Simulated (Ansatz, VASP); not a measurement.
**Two plane-wave programs on As**

Contents of INCAR:

```
PREC = Accurate
ENCUT = 600
EDIFF = 1E-6
ISMEAR = 0
SIGMA = 0.1
LREAL = False
LASPH = True
NELM = 100
ALGO = Normal
ISIF = 3
LWAVE = False
LCHARG = False
GGA = PS
IBRION = 2
NSW = 100
EDIFFG = -0.01
```

KPOINTS

```
regular mesh
0
Gamma
  18 18 6
```

The input POSCAR:

```
As
1.0
    2.9278726475      0.0000000000      0.0000000000
   -1.4639363237      2.5356120917      0.0000000000
    0.0000000000      0.0000000000      9.9078006357
As
4
Direct
    0.0000000000      0.0000000000      0.0000000000
    0.0000000000      0.0000000000      0.5000000000
    0.3333333333      0.6666666667      0.7500000000
    0.6666666667      0.3333333333      0.2500000000
```

Input for Ansatz:

```yaml
crystal:
  lattice:
    - [2.9278726475, 0.0, 0.0]
    - [-1.4639363237, 2.5356120917, 0.0]
    - [0.0, 0.0, 9.9078006357]
  atoms:
    - { symbol: As, position: [0.0, 0.0, 0.0] }
    - { symbol: As, position: [0.0, 0.0, 0.5] }
    - { symbol: As, position: [0.3333333333, 0.6666666667, 0.75] }
    - { symbol: As, position: [0.6666666667, 0.3333333333, 0.25] }
basis:
  ecutwfc: 420
kpoints:
  mp_grid: { grid: [18, 18, 6] }
hamiltonian:
  xc: pbesol
scf:
  occupations: { method: gaussian, width: 0.1 }
output:
  forces: true
  stress: true
  eigenvalues: true
relax:
  adjacent_minimum: "off"
  f_tol: 0.01
  max_steps: 80
  cell: { stress_tol: 0.05 }
```

Alike in both runs: task relaxation of cell and atoms; functional PBEsol; k mesh 18 × 18 × 6; occupations gaussian, width 0.1 eV; no spin polarisation.

|  | VASP | Ansatz |
| --- | --- | --- |
| version | VASP 6.6.1 | Ansatz 0.2.0 |
| potentials or method | VASP PAW PBE potentials, release 64 (As), cutoff 600 eV | scalar-relativistic, plane waves, PAW |
| valence electrons in the cell | 20 | 60 |

```tsv
	VASP	Ansatz	Ansatz less VASP
gap on the k mesh at the Fermi level, each at its own relaxed structure (eV)	none	none	-
relaxed volume (Å³/atom)	18.43	18.37	-0.061
relaxed length of the cell vector where the two differ most in proportion (Å)	2.946	2.942	-0.0039
```

VASP's potentials were made for PBE, not for PBEsol. A gap of «none» marks a metal or a gap that the smearing closes. VASP's potentials hold 20 valence electrons a cell and Ansatz's 60, so a difference there can come from the potentials and not from the codes.

Noted on VASP's run: too few bands were computed for a metal, which touches its energy and stress.
